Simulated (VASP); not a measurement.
Set up this calculation in VASP 6.6.1, as the native input.

* Task: single point
* Functional: PBE
* Potentials or basis: VASP PAW PBE potentials, release 64 (Hf_pv, N)
* Cutoff: 520 eV
* k mesh: 9 × 9 × 9
* Occupations: methfessel-paxton, width 0.1 eV
* Spin: no spin polarisation
* Dipole correction: no
* Further INCAR settings: ALGO = Normal; EDIFF = 1e-06; NBANDS = 14

The structure of HfN lies in POSCAR:

```
HfN
1.0
    0.0000000000      2.2560000000      2.2560000000
    2.2560000000      0.0000000000      2.2560000000
    2.2560000000      2.2560000000      0.0000000000
Hf N
1 1
Direct
    0.0000000000      0.0000000000      0.0000000000
    0.5000000000      0.5000000000      0.5000000000
```

These files were run (other wordings do the same):

INCAR

```
SYSTEM = HfN
  PREC = Accurate
  ENCUT = 520
  EDIFF = 1E-6
  ISMEAR = 1
  SIGMA = 0.1
  LREAL = .False.
  LASPH = .True.
  NELM = 60
  ALGO = Normal
  ISIF = 2
  LWAVE = .False.
  LCHARG = .False.
  GGA = PE
  NBANDS = 14
```

KPOINTS

```
Automatic mesh
0
Gamma
  9 9 9
  0 0 0
```

Potentials or basis: VASP PAW PBE potentials, release 64 (Hf_pv, N).

Run with:

```sh
$ cat potpaw_PBE.64/Hf_pv/POTCAR potpaw_PBE.64/N/POTCAR > POTCAR
$ mpirun -np 1 vasp_std > vasp.out
```

Results of the run:

```yaml
Pressure: 4.2 GPa
```

It took 8.4 s on 1 thread of AMD EPYC 7R13 Processor (Zen 3), with other jobs on the host, peak memory 0.11 GiB.
